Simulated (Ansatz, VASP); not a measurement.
# AlAs: VASP beside Ansatz

Contents of INCAR:

```
  PREC = Accurate
  ENCUT = 500
  EDIFF = 1E-6
  ISMEAR = 0
  SIGMA = 0.05
  LREAL = False
  LASPH = True
  NELM = 120
  ALGO = Normal
  ISIF = 2
  LWAVE = False
  LCHARG = True
  GGA = PE
  LELF = True
  LVHAR = True
  NBANDS = 11
  GGA_COMPAT = False
```

KPOINTS

```
Automatic mesh
0
Gamma
  8 8 8
```

File POSCAR:

```
AlAs
1.0
    0.0000000000      2.8304000400      2.8304000400
    2.8304000400      0.0000000000      2.8304000400
    2.8304000400      2.8304000400      0.0000000000
Al As
1 1
Direct
    0.0000000000      0.0000000000      0.0000000000
    0.7500000000      0.7500000000      0.7500000000
```

Input for Ansatz:

```yaml
crystal:
  lattice:
    - [0.0, 2.83040004, 2.83040004]
    - [2.83040004, 0.0, 2.83040004]
    - [2.83040004, 2.83040004, 0.0]
  atoms:
    - { symbol: Al, position: [0.0, 0.0, 0.0] }
    - { symbol: As, position: [0.75, 0.75, 0.75] }
basis:
  ecutwfc: 420
  ecutrho_ratio: 4
kpoints:
  mp_grid: { grid: [8, 8, 8] }
hamiltonian:
  xc: pbe
scf:
  occupations: { method: gaussian, width: 0.05 }
output:
  forces: true
  stress: true
  eigenvalues: true
```

Alike in both runs: task single point; functional PBE; k mesh 8 × 8 × 8; occupations gaussian, width 0.05 eV; no spin polarisation.

|  | VASP | Ansatz |
| --- | --- | --- |
| version | VASP 6.6.1 | Ansatz 0.2.0 |
| potentials or method | VASP PAW PBE potentials, release 64 (Al, As), cutoff 500 eV | scalar-relativistic, plane waves, PAW |
| valence electrons in the cell | 8 | 18 |

VASP gave:

| Property | Result |
| --- | --- |
| gap on the k mesh at the Fermi level (eV) | 1.43 |
| least direct gap on the mesh (eV) | 2.06 |
| pressure (GPa) | 2.8 |

Question: Estimate Ansatz's values.

Answer: gap on the k mesh at the Fermi level (eV): 1.44; least direct gap on the mesh (eV): 2.05; pressure (GPa): 2.6.

The functional is the same, so the differences come from potentials, cutoffs and numerics. VASP's potentials hold 8 valence electrons a cell and Ansatz's 18, so a difference there can come from the potentials and not from the codes.
